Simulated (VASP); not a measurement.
# CO (Cmcm) in VASP: single point with PBE

Aim: the single point of CO with PBE.

Everything below comes from runs of VASP 6.6.1. Logs are shortened: lines on timing, memory, paths and dates and some standing lists are left out, and cuts for length are marked.

## Step 1: The cell of the first run

Symmetry: Cmcm, No. 63, orthorhombic system. The conventional cell has a = 4.153 Å, b = 11.577 Å, c = 5.599 Å, α = 90.00°, β = 90.00°, γ = 90.00°. C (site symmetry m2m) has 1 O at 1.14 Å within 1.5 Å. O (site symmetry m2m) has 1 C at 1.14 Å within 1.5 Å.

## Step 2: Single point, PBE

File INCAR:

```
  ALGO = Normal
  EDIFF = 1E-6
  ENCUT = 600
  GGA = PE
  GGA_COMPAT = F
  ISIF = 2
  ISMEAR = 0
  LASPH = T
  LCHARG = F
  LREAL = F
  LWAVE = F
  NBANDS = 18
  NELM = 120
  PREC = Accurate
  SIGMA = 0.02
```

File KPOINTS:

```
k-points
0
Gamma
  6 6 4
```

File POSCAR:

```
CO
1.0
    2.0766397315     -5.7885246296      0.0000000000
    2.0766397315      5.7885246296      0.0000000000
    0.0000000000      0.0000000000      5.5986593449
C O
2 2
Direct
    0.4039023827      0.5960976173      0.7500000000
    0.5960976173      0.4039023827      0.2500000000
    0.3058242879      0.6941757121      0.7500000000
    0.6941757121      0.3058242879      0.2500000000
```

Potentials or basis: VASP PAW PBE potentials, release 64 (C, O).

Launch:

```console
cat potpaw_PBE.64/C/POTCAR potpaw_PBE.64/O/POTCAR > POTCAR
mpirun -np 1 vasp_std > vasp.out
```

OUTCAR:

```text
EDIFF = 1E-6
   ENCUT = 600
   GGA = PE
   ISIF = 2
   ISMEAR = 0
   LASPH = T
   LREAL = F
   NELM = 120
   PREC = Accurate

 ion  position               nearest neighbor table
   1  0.404  0.596  0.750-   3 1.14
   2  0.596  0.404  0.250-   4 1.14
   3  0.306  0.694  0.750-   1 1.14
   4  0.694  0.306  0.250-   2 1.14

  LATTYP: Found a base centered orthorhombic cell.
 ALAT       =     4.1532794630
 B/A-ratio  =     2.7874476934
 C/A-ratio  =     1.3480093008

  Lattice vectors:

 A1 = (   2.0766397315,  -5.7885246296,   0.0000000000)
 A2 = (   2.0766397315,   5.7885246296,   0.0000000000)
 A3 = (   0.0000000000,   0.0000000000,   5.5986593449)

Analysis of symmetry for initial positions (statically):
=====================================================================
 Subroutine PRICEL returns:
 Original cell was already a primitive cell.

 Routine SETGRP: Setting up the symmetry group for a
 base centered orthorhombic supercell.

 Subroutine GETGRP returns: Found  8 space group operations
 (whereof  4 operations were pure point group operations)
 out of a pool of  8 trial point group operations.

The static configuration has the point symmetry C_2h.
 The point group associated with its full space group is D_2h.

Analysis of symmetry for dynamics (positions and initial velocities):
=====================================================================
 Subroutine PRICEL returns:
 Original cell was already a primitive cell.

 Routine SETGRP: Setting up the symmetry group for a
 base centered orthorhombic supercell.

 Subroutine GETGRP returns: Found  8 space group operations
 (whereof  4 operations were pure point group operations)
 out of a pool of  8 trial point group operations.

The dynamic configuration has the point symmetry C_2h.
 The point group associated with its full space group is D_2h.

 Subroutine INISYM returns: Found  8 space group operations
 (whereof  4 operations are pure point group operations),
 and found     1 'primitive' translations

----------------------------------------------------------------------------------------

                                     Primitive cell

  volume of cell :     134.5994

  direct lattice vectors                    reciprocal lattice vectors
     2.076639731 -5.788524630  0.000000000     0.240773588 -0.086377796  0.000000000
     2.076639731  5.788524630  0.000000000     0.240773588  0.086377796  0.000000000
     0.000000000  0.000000000  5.598659345     0.000000000  0.000000000  0.178614189

  length of vectors
     6.149752024  6.149752024  5.598659345     0.255798836  0.255798836  0.178614189

  position of ions in fractional coordinates (direct lattice)
     0.403902383  0.596097617  0.750000000
     0.596097617  0.403902383  0.250000000
     0.305824288  0.694175712  0.750000000
     0.694175712  0.305824288  0.250000000

  ion indices of the primitive-cell ions
   primitive index   ion index
                 1           1
                 2           2
                 3           3
                 4           4

----------------------------------------------------------------------------------------

 KPOINTS: k-points

Automatic generation of k-mesh.
 Grid dimensions read from file:
 generate k-points for:    6    6    4

 Generating k-lattice:

  Cartesian coordinates                     Fractional coordinates (reciprocal lattice)
     0.040128931 -0.014396299  0.000000000     0.166666667  0.000000000  0.000000000
     0.040128931  0.014396299  0.000000000     0.000000000  0.166666667  0.000000000
     0.000000000  0.000000000  0.044653547     0.000000000  0.000000000  0.250000000

  Length of vectors
     0.042633139  0.042633139  0.044653547

  Shift w.r.t. Gamma in fractional coordinates (k-lattice)
     0.000000000  0.000000000  0.000000000

 Subroutine IBZKPT returns following result:
 ===========================================

 Found     39 irreducible k-points:

 Following reciprocal coordinates:
            Coordinates               Weight
  0.000000  0.000000  0.000000      1.000000
  0.166667  0.000000  0.000000      4.000000
  0.333333  0.000000  0.000000      4.000000
  0.500000  0.000000  0.000000      2.000000
  0.166667  0.166667  0.000000      2.000000
  0.333333  0.166667  0.000000      4.000000
[... 16 lines left out ...]
  0.333333  0.333333  0.250000      4.000000
  0.500000  0.333333  0.250000      8.000000
 [... further k-points ...]
   k-points           NKPTS =     39   k-points in BZ     NKDIM =     39   number of bands    NBANDS=     18
   number of dos      NEDOS =    301   number of ions     NIONS =      4
   total plane-waves  NPLWV = 120000
   dimension x,y,z NGX =    50 NGY =   50 NGZ =   48
   dimension x,y,z NGXF=   100 NGYF=  100 NGZF=   96
   ions per type =               2   2
   NGX,Y,Z   is equivalent  to a cutoff of  13.52, 13.52, 14.25 a.u.
   NGXF,Y,Z  is equivalent  to a cutoff of  27.03, 27.03, 28.51 a.u.
 SYSTEM =  unknown system
   PREC   = accura    normal or accurate (medium, high low for compatibility)
   ISTART =      0    job   : 0-new  1-cont  2-samecut
   ICHARG =      2    charge: 1-file 2-atom 10-const
   ISPIN  =      1    spin polarized calculation?
   LNONCOLLINEAR =      F non collinear calculations
   LSORBIT =      F    spin-orbit coupling
   LASPH  =      T    aspherical Exc in radial PAW
   ENCUT  =  600.0 eV  44.10 Ry    6.64 a.u.  12.28 12.28 11.18*2*pi/ulx,y,z
   NELM   =    120;   NELMIN=  2; NELMDL= -5     # of ELM steps
   EDIFF  = 0.1E-05   stopping-criterion for ELM
   LREAL  =      F    real-space projection
   EDIFFG = 0.1E-04   stopping-criterion for IOM
   NSW    =      0    number of steps for IOM
   IBRION =     -1    ionic relax: 0-MD 1-quasi-New 2-CG
   NFREE  =      0    steps in history (QN), initial steepest desc. (CG)
   ISIF   =      2    stress and relaxation
   ISYM   =      2    0-nonsym 1-usesym 2-fastsym
   POTIM  = 0.5000    time-step for ionic-motion
   TEBEG  =    0.0;   TEEND  =   0.0 temperature during run
   PSTRESS=    0.0 pullay stress
   NELECT =      20.0000    total number of electrons
   NUPDOWN=      -1.0000    fix difference up-down
   EMIN   =  10.00;   EMAX   =-10.00  energy-range for DOS
   EFERMI =   0.00;   METHOD = LEGACY
   ISMEAR =     0;   SIGMA  =   0.02  broadening in eV -4-tet -1-fermi 0-gaus
   EFERMI_NEDOS =   21; number of points for ismear=-14 and -15
   IALGO  =     38    algorithm
   IMIX   =      4    mixing-type and parameters
     AMIX     =   0.40;   BMIX     =  1.00
     AMIX_MAG =   1.60;   BMIX_MAG =  1.00
  volume/ion in A,a.u.               =      33.65       227.08
  Fermi-wavevector in a.u.,A,eV,Ry     =   0.867103  1.638586 10.229770  0.751867
  Thomas-Fermi vector in A             =   1.985588
   LORBIT       =      0    0 simple, 1 ext, 2 COOP (PROOUT), +10 PAW based schemes
   GGA     = PE    functional components
   LHFCALC =     F    Hartree Fock is set to
   AEXX    =    0.0000 exact exchange contribution
   IVDW    =     0    specifies the selected vdW correction
   LEPSILON=     F    determine dielectric tensor
   LRPA    =     F    only Hartree local field effects (RPA)
 non-spin polarized calculation
 Gauss-broadening in eV      SIGMA  =   0.02
  energy-cutoff  :      600.00
  volume of cell :      134.60
 maximum number of plane-waves:      4520
 NGX is ok and might be reduce to    50
   NGX = 25   NGY = 25   NGZ = 23

 number of electron      20.0000002 magnetization

 Free energy of the ion-electron system (eV)
  ---------------------------------------------------
  ext. energy  EPLUGINS =         0.00000000
  ---------------------------------------------------
  free energy    TOTEN  =       -29.63297519 eV

  energy without entropy =      -29.63297519  energy(sigma->0) =      -29.63297519

 E-fermi :  -6.0783     XC(G=0):  -5.1432

 val. band max:       -6.2663981165   @ k =   0.5000   0.0000   0.0000
 cond. band min:      -0.4206830989   @ k =   0.5000   0.0000   0.0000
 fundamental gap:      5.8457150176
 Fermi energy:        -6.0782974887

 k-point     1 :       0.0000    0.0000    0.0000
  band No.  band energies     occupation
      1     -27.0332      2.00000
      2     -27.0125      2.00000
      3     -11.7862      2.00000
      4     -11.6518      2.00000
      5      -9.5911      2.00000
      6      -9.4149      2.00000
[... 10 lines left out ...]
     17       5.8104      0.00000
     18       5.8145      0.00000

 k-point     2 :       0.1667    0.0000    0.0000
  band No.  band energies     occupation
      1     -27.0305      2.00000
      2     -27.0124      2.00000
      3     -11.7743      2.00000
      4     -11.6562      2.00000
      5      -9.5685      2.00000
      6      -9.4529      2.00000
[... 10 lines left out ...]
     17       5.8103      0.00000
     18       5.8405      0.00000

 k-point     3 :       0.3333    0.0000    0.0000
  band No.  band energies     occupation
      1     -27.0238      2.00000
      2     -27.0133      2.00000
      3     -11.7464      2.00000
      4     -11.6691      2.00000
      5      -9.5272      2.00000
      6      -9.5120      2.00000
[... 10 lines left out ...]
     17       5.2082      0.00000
     18       5.9603      0.00000

 k-point     4 :       0.5000    0.0000    0.0000
  band No.  band energies     occupation
      1     -27.0178      2.00000
      2     -27.0164      2.00000
      3     -11.7269      2.00000
      4     -11.6811      2.00000
      5      -9.5637      2.00000
      6      -9.5401      2.00000
[... 10 lines left out ...]
     17       5.4984      0.00000
     18       6.1120      0.00000

 k-point     5 :       0.1667    0.1667    0.0000
  band No.  band energies     occupation
      1     -27.0242      2.00000
      2     -27.0130      2.00000
      3     -11.7510      2.00000
      4     -11.6614      2.00000
      5      -9.5221      2.00000
      6      -9.5187      2.00000
[... 10 lines left out ...]
     17       5.5759      0.00000
     18       5.8329      0.00000

 k-point     6 :       0.3333    0.1667    0.0000
  band No.  band energies     occupation
      1     -27.0179      2.00000
      2     -27.0164      2.00000
      3     -11.7271      2.00000
      4     -11.6809      2.00000
      5      -9.5644      2.00000
      6      -9.5395      2.00000
[... 10 lines left out ...]
     17       5.6548      0.00000
     18       6.0813      0.00000

 k-point     7 :       0.5000    0.1667    0.0000
  band No.  band energies     occupation
      1     -27.0231      2.00000
      2     -27.0140      2.00000
      3     -11.7331      2.00000
      4     -11.6887      2.00000
      5      -9.5371      2.00000
      6      -9.4856      2.00000
[... 10 lines left out ...]
     17       5.1002      0.00000
     18       6.3002      0.00000

 k-point     8 :      -0.3333    0.1667    0.0000
  band No.  band energies     occupation
      1     -27.0298      2.00000
      2     -27.0130      2.00000
      3     -11.7636      2.00000
      4     -11.6763      2.00000
      5      -9.5464      2.00000
      6      -9.4611      2.00000
[... 10 lines left out ...]
     17       5.6340      0.00000
     18       6.0977      0.00000
[... 229 lines left out ...]
     17       5.1327      0.00000
     18       5.5544      0.00000

 k-point    20 :       0.5000    0.1667    0.2500
  band No.  band energies     occupation
      1     -27.0217      2.00000
      2     -27.0153      2.00000
      3     -11.7258      2.00000
      4     -11.6944      2.00000
      5      -9.5701      2.00000
      6      -9.5245      2.00000
[... 10 lines left out ...]
     17       4.9548      0.00000
     18       5.9087      0.00000

 k-point    21 :      -0.3333    0.1667    0.2500
  band No.  band energies     occupation
      1     -27.0273      2.00000
      2     -27.0154      2.00000
      3     -11.7512      2.00000
      4     -11.6896      2.00000
      5      -9.5392      2.00000
      6      -9.4346      2.00000
[... 10 lines left out ...]
     17       4.8132      0.00000
     18       6.3824      0.00000

 k-point    22 :      -0.1667    0.1667    0.2500
  band No.  band energies     occupation
      1     -27.0299      2.00000
      2     -27.0157      2.00000
      3     -11.7643      2.00000
      4     -11.6817      2.00000
      5      -9.5504      2.00000
      6      -9.4067      2.00000
[... 10 lines left out ...]
     17       4.6138      0.00000
     18       6.3351      0.00000

 k-point    23 :       0.3333    0.3333    0.2500
  band No.  band energies     occupation
      1     -27.0214      2.00000
      2     -27.0155      2.00000
      3     -11.7136      2.00000
      4     -11.7098      2.00000
      5      -9.5676      2.00000
      6      -9.5238      2.00000
[... 10 lines left out ...]
     17       4.9560      0.00000
     18       5.7567      0.00000

 k-point    24 :       0.5000    0.3333    0.2500
  band No.  band energies     occupation
      1     -27.0268      2.00000
      2     -27.0159      2.00000
      3     -11.7388      2.00000
      4     -11.7119      2.00000
      5      -9.5198      2.00000
      6      -9.4360      2.00000
[... 10 lines left out ...]
     17       4.7834      0.00000
     18       6.0536      0.00000

 [... further k-points ...]

------------------------ aborting loop because EDIFF is reached ----------------------------------------

  FORCE on cell =-STRESS in cart. coord.  units (eV):
  Direction    XX          YY          ZZ          XY          YZ          ZX
  --------------------------------------------------------------------------------------
  -------------------------------------------------------------------------------------
  Total       -0.1238227      1.8911654     -0.0931680      0.0000000      0.0000000      0.0000000
  in kB       -1.4738987     22.5111156     -1.1090069      0.0000000      0.0000000      0.0000000
  external PRESSURE =       6.6427367 kB  Pullay stress =       0.0000000 kB

 VOLUME and BASIS-vectors are now :
 -----------------------------------------------------------------------------
  energy-cutoff  :      600.00
  volume of cell :      134.60
      direct lattice vectors                 reciprocal lattice vectors
     2.076639731 -5.788524630  0.000000000     0.240773588 -0.086377796  0.000000000
     2.076639731  5.788524630  0.000000000     0.240773588  0.086377796  0.000000000
     0.000000000  0.000000000  5.598659345     0.000000000  0.000000000  0.178614189

 POSITION                                       TOTAL-FORCE (eV/Angst)
 -----------------------------------------------------------------------------------
      2.07664      1.11253      4.19899         0.000000     -0.902665      0.000000
      2.07664     -1.11253      1.39966         0.000000      0.902665     -0.000000
      2.07664      2.24798      4.19899         0.000000      0.903820      0.000000
      2.07664     -2.24798      1.39966         0.000000     -0.903820     -0.000000
 -----------------------------------------------------------------------------------
    total drift:                                0.000000      0.000000     -0.000000

  FREE ENERGIE OF THE ION-ELECTRON SYSTEM (eV)
  ---------------------------------------------------
  free  energy   TOTEN  =       -29.6329751924 eV

  energy  without entropy=      -29.6329751924  energy(sigma->0) =      -29.63297519
```

Wall time 71 s (1 thread of Intel Xeon 6975P-C (Granite Rapids), shared host); peak memory 0.38 GiB.

What came out:

```
Free energy            : -29.6330 eV
Pressure               : 0.7 GPa
Largest force          : 0.904 eV/Å
Band gap on the k mesh : 5.85 eV
```

Forces on the atoms (eV/Å):
```
C    0.000 -0.903  0.000
C    0.000  0.903  0.000
O    0.000  0.904  0.000
O    0.000 -0.904  0.000
```

Levels at points of the mesh, in eV from the valence-band top:
```
           k point  band 7  band 8  band 9  band 10  band 11  band 12  band 13  band 14
(0.00, 0.00, 0.00)   -3.07   -3.05   -0.97    -0.09     6.09     6.76     7.03     7.16
(0.50, 0.00, 0.00)   -3.20   -3.14   -0.70     0.00     5.85     6.23     6.54     7.20
(0.50, 0.50, 0.00)   -3.11   -3.06   -0.82    -0.17     6.05     6.78     7.06     7.15
(0.00, 0.00, 0.50)   -3.11   -3.11   -0.53    -0.53     6.53     6.53     6.89     6.89
(0.50, 0.00, 0.50)   -3.12   -3.12   -0.36    -0.36     6.20     6.20     6.68     6.68
(0.50, 0.50, 0.50)   -3.11   -3.11   -0.52    -0.52     6.50     6.50     6.92     6.92
```

Caveat: this functional lacks dispersion, which holds the molecules together, so the pressure and a relaxed volume are unreliable.
